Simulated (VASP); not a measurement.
# W (Im-3m) in VASP: a series of runs, part 2 of 2

VASP 6.6.1. The steps go on from the part before.

## 3. Single point, r2SCAN

POSCAR reads:

```
W
1.0
   -1.6131946463      1.6131946463      1.6131946463
    1.6131946463     -1.6131946463      1.6131946463
    1.6131946463      1.6131946463     -1.6131946463
W
1
Direct
    0.0000000000      0.0000000000      0.0000000000
```

INCAR.step1 reads:

```
PREC = Accurate ; ENCUT = 520
ISMEAR = -1 ; SIGMA = 0.1
LREAL = F ; LASPH = T
NELM = 100 ; NBANDS = 13
GGA = PE ; ALGO = Normal
EDIFF = 1E-4 ; LWAVE = T
LCHARG = F
```

INCAR.step2 reads:

```
PREC = Accurate ; ENCUT = 520
EDIFF = 1E-7 ; ISMEAR = -1
SIGMA = 0.1 ; LREAL = F
LASPH = T ; NELM = 100
ALGO = Normal ; ISIF = 2
LWAVE = F ; LCHARG = F
METAGGA = R2SCAN ; LMIXTAU = T
NBANDS = 13 ; ISTART = 1
```

KPOINTS reads:

```
regular mesh
0
Gamma
  15 15 15
```

Potentials or basis: VASP PAW PBE potentials, release 64 (W_sv).

Started as:

```bash
$ cat potpaw_PBE.64/W_sv/POTCAR > POTCAR
$ cp INCAR.step1 INCAR
$ mpirun -np 1 vasp_std > vasp.out
$ cp INCAR.step2 INCAR
$ mpirun -np 1 vasp_std > vasp.out
```

OUTCAR:

```text
PREC = Accurate
   ENCUT = 520
   EDIFF = 1E-7
   ISMEAR = -1
   LREAL = F
   LASPH = T
   NELM = 100
   ISIF = 2
   METAGGA = R2SCAN
   ISTART = 1

 ion  position               nearest neighbor table
   1  0.000  0.000  0.000-

  LATTYP: Found a body centered cubic cell.
 ALAT       =     3.2263892926

  Lattice vectors:

 A1 = (  -1.6131946463,   1.6131946463,   1.6131946463)
 A2 = (   1.6131946463,  -1.6131946463,   1.6131946463)
 A3 = (   1.6131946463,   1.6131946463,  -1.6131946463)

Analysis of symmetry for initial positions (statically):
=====================================================================
 Subroutine PRICEL returns:
 Original cell was already a primitive cell.

 Routine SETGRP: Setting up the symmetry group for a
 body centered cubic supercell.

 Subroutine GETGRP returns: Found 48 space group operations
 (whereof 48 operations were pure point group operations)
 out of a pool of 48 trial point group operations.

The static configuration has the point symmetry O_h .

Analysis of symmetry for dynamics (positions and initial velocities):
=====================================================================
 Subroutine PRICEL returns:
 Original cell was already a primitive cell.

 Routine SETGRP: Setting up the symmetry group for a
 body centered cubic supercell.

 Subroutine GETGRP returns: Found 48 space group operations
 (whereof 48 operations were pure point group operations)
 out of a pool of 48 trial point group operations.

The dynamic configuration has the point symmetry O_h .

 Subroutine INISYM returns: Found 48 space group operations
 (whereof 48 operations are pure point group operations),
 and found     1 'primitive' translations

----------------------------------------------------------------------------------------

                                     Primitive cell

  volume of cell :      16.7927

  direct lattice vectors                    reciprocal lattice vectors
    -1.613194646  1.613194646  1.613194646     0.000000000  0.309943999  0.309943999
     1.613194646 -1.613194646  1.613194646     0.309943999  0.000000000  0.309943999
     1.613194646  1.613194646 -1.613194646     0.309943999  0.309943999  0.000000000

  length of vectors
     2.794135090  2.794135090  2.794135090     0.438327007  0.438327007  0.438327007

  position of ions in fractional coordinates (direct lattice)
     0.000000000  0.000000000  0.000000000

  ion indices of the primitive-cell ions
   primitive index   ion index
                 1           1

----------------------------------------------------------------------------------------

 KPOINTS: regular mesh

Automatic generation of k-mesh.
 Grid dimensions read from file:
 generate k-points for:   15   15   15

 Generating k-lattice:

  Cartesian coordinates                     Fractional coordinates (reciprocal lattice)
     0.000000000  0.020662933  0.020662933     0.066666667  0.000000000  0.000000000
     0.020662933  0.000000000  0.020662933     0.000000000  0.066666667  0.000000000
     0.020662933  0.020662933  0.000000000     0.000000000  0.000000000  0.066666667

  Length of vectors
     0.029221800  0.029221800  0.029221800

  Shift w.r.t. Gamma in fractional coordinates (k-lattice)
     0.000000000  0.000000000  0.000000000

 Subroutine IBZKPT returns following result:
 ===========================================

 Found    120 irreducible k-points:

 Following reciprocal coordinates:
            Coordinates               Weight
  0.000000  0.000000  0.000000      1.000000
  0.066667  0.000000  0.000000     12.000000
  0.133333  0.000000  0.000000     12.000000
  0.200000  0.000000  0.000000     12.000000
  0.266667  0.000000  0.000000     12.000000
  0.333333  0.000000  0.000000     12.000000
[... 16 lines left out ...]
  0.333333  0.200000  0.000000     48.000000
  0.400000  0.200000  0.000000     24.000000
 [... further k-points ...]
   k-points           NKPTS =    120   k-points in BZ     NKDIM =    120   number of bands    NBANDS=     13
   number of dos      NEDOS =    301   number of ions     NIONS =      1
   total plane-waves  NPLWV =  13824
   dimension x,y,z NGX =    24 NGY =   24 NGZ =   24
   dimension x,y,z NGXF=    48 NGYF=   48 NGZF=   48
   ions per type =               1
   NGX,Y,Z   is equivalent  to a cutoff of  14.28, 14.28, 14.28 a.u.
   NGXF,Y,Z  is equivalent  to a cutoff of  28.56, 28.56, 28.56 a.u.
 SYSTEM =  unknown system
   PREC   = accura    normal or accurate (medium, high low for compatibility)
   ISTART =      1    job   : 0-new  1-cont  2-samecut
   ICHARG =      0    charge: 1-file 2-atom 10-const
   ISPIN  =      1    spin polarized calculation?
   LNONCOLLINEAR =      F non collinear calculations
   LSORBIT =      F    spin-orbit coupling
   LASPH  =      T    aspherical Exc in radial PAW
   ENCUT  =  520.0 eV  38.22 Ry    6.18 a.u.   5.20  5.20  5.20*2*pi/ulx,y,z
   NELM   =    100;   NELMIN=  2; NELMDL=  0     # of ELM steps
   EDIFF  = 0.1E-06   stopping-criterion for ELM
   LREAL  =      F    real-space projection
   EDIFFG = 0.1E-05   stopping-criterion for IOM
   NSW    =      0    number of steps for IOM
   IBRION =     -1    ionic relax: 0-MD 1-quasi-New 2-CG
   NFREE  =      0    steps in history (QN), initial steepest desc. (CG)
   ISIF   =      2    stress and relaxation
   ISYM   =      2    0-nonsym 1-usesym 2-fastsym
   POTIM  = 0.5000    time-step for ionic-motion
   TEBEG  =    0.0;   TEEND  =   0.0 temperature during run
   PSTRESS=    0.0 pullay stress
   NELECT =      14.0000    total number of electrons
   NUPDOWN=      -1.0000    fix difference up-down
   EMIN   =  10.00;   EMAX   =-10.00  energy-range for DOS
   EFERMI =   0.00;   METHOD = LEGACY
   ISMEAR =    -1;   SIGMA  =   0.10  broadening in eV -4-tet -1-fermi 0-gaus
   EFERMI_NEDOS =   21; number of points for ismear=-14 and -15
   IALGO  =     38    algorithm
   IMIX   =      4    mixing-type and parameters
     AMIX     =   0.40;   BMIX     =  1.00
     AMIX_MAG =   1.60;   BMIX_MAG =  1.00
  volume/ion in A,a.u.               =      16.79       113.32
  Fermi-wavevector in a.u.,A,eV,Ry     =   1.540792  2.911675 32.300784  2.374041
  Thomas-Fermi vector in A             =   2.646829
   LORBIT       =      0    0 simple, 1 ext, 2 COOP (PROOUT), +10 PAW based schemes
   METAGGA = R2SCAN    functional components
   LHFCALC =     F    Hartree Fock is set to
   AEXX    =    0.0000 exact exchange contribution
   IVDW    =     0    specifies the selected vdW correction
   LEPSILON=     F    determine dielectric tensor
   LRPA    =     F    only Hartree local field effects (RPA)
 non-spin polarized calculation
  energy-cutoff  :      520.00
  volume of cell :       16.79
 maximum number of plane-waves:       466
 NGX is ok and might be reduce to    24
   NGX = 11   NGY = 11   NGZ = 11

 number of electron      13.9999999 magnetization

 Free energy of the ion-electron system (eV)
  ---------------------------------------------------
  ext. energy  EPLUGINS =         0.00000000
  ---------------------------------------------------
  free energy    TOTEN  =       -51.31878266 eV

  energy without entropy =      -51.30554072  energy(sigma->0) =      -51.31216169

 E-fermi :  10.4296     XC(G=0): -14.5894

 val. band max:       10.3905033197   @ k =  -0.3333   0.4000   0.2667
 cond. band min:      10.4678434611   @ k =   0.4667   0.0667   0.0000
 fundamental gap:      0.0773401413
 Fermi energy:        10.4295885759

 k-point     1 :       0.0000    0.0000    0.0000
  band No.  band energies     occupation
      1     -65.7244      2.00000
      2     -28.6664      2.00000
      3     -28.6664      2.00000
      4     -28.6664      2.00000
      5       0.6733      2.00000
      6       9.2827      1.99998
      7       9.2827      1.99998
      8       9.2827      1.99998
      9      12.9042      0.00000
     10      12.9042      0.00000
     11      25.5996      0.00000
     12      25.5996      0.00000
     13      25.5996      0.00000
[... 353 lines left out ...]
 k-point    24 :       0.4000    0.2000    0.0000
  band No.  band energies     occupation
      1     -65.5980      2.00000
      2     -29.6652      2.00000
      3     -29.1968      2.00000
      4     -28.7811      2.00000
      5       5.4610      2.00000
      6       7.2246      2.00000
      7       8.9626      2.00000
      8      12.5716      0.00000
      9      13.9139      0.00000
     10      18.4903      0.00000
     11      19.6614      0.00000
     12      23.6243      0.00000
     13      26.6072      0.00000

 [... further k-points ...]

------------------------ aborting loop because EDIFF is reached ----------------------------------------

  FORCE on cell =-STRESS in cart. coord.  units (eV):
  Direction    XX          YY          ZZ          XY          YZ          ZX
  --------------------------------------------------------------------------------------
  -------------------------------------------------------------------------------------
  Total       -1.5180458     -1.5180458     -1.5180458     -0.0000000      0.0000000     -0.0000000
  in kB     -144.8355415   -144.8355415   -144.8355415     -0.0000000      0.0000000     -0.0000000
  external PRESSURE =    -144.8355415 kB  Pullay stress =       0.0000000 kB

 VOLUME and BASIS-vectors are now :
 -----------------------------------------------------------------------------
  energy-cutoff  :      520.00
  volume of cell :       16.79
      direct lattice vectors                 reciprocal lattice vectors
    -1.613194646  1.613194646  1.613194646     0.000000000  0.309943999  0.309943999
     1.613194646 -1.613194646  1.613194646     0.309943999  0.000000000  0.309943999
     1.613194646  1.613194646 -1.613194646     0.309943999  0.309943999  0.000000000

 POSITION                                       TOTAL-FORCE (eV/Angst)
 -----------------------------------------------------------------------------------
      0.00000      0.00000      0.00000        -0.000000     -0.000000      0.000000
 -----------------------------------------------------------------------------------
    total drift:                                0.000000      0.000000     -0.000000

  FREE ENERGIE OF THE ION-ELECTRON SYSTEM (eV)
  ---------------------------------------------------
  free  energy   TOTEN  =       -51.3187826558 eV

  energy  without entropy=      -51.3055407199  energy(sigma->0) =      -51.31216169
```

Run time: 36 s. Hardware: 1 thread of Intel Xeon 6975P-C (Granite Rapids), shared host; peak memory 0.16 GiB.

Results:

- Free energy: -51.3188 eV
- Pressure: -14.5 GPa
- Band gap on the k mesh: zero (band 7 reaches 14.91 eV, above the bottom of band 8 at 9.28 eV)

Caveat: the PAW data sets were made with another functional, which shifts forces and pressure a little; spin-orbit coupling is left out, which moves the levels of the heavy elements.
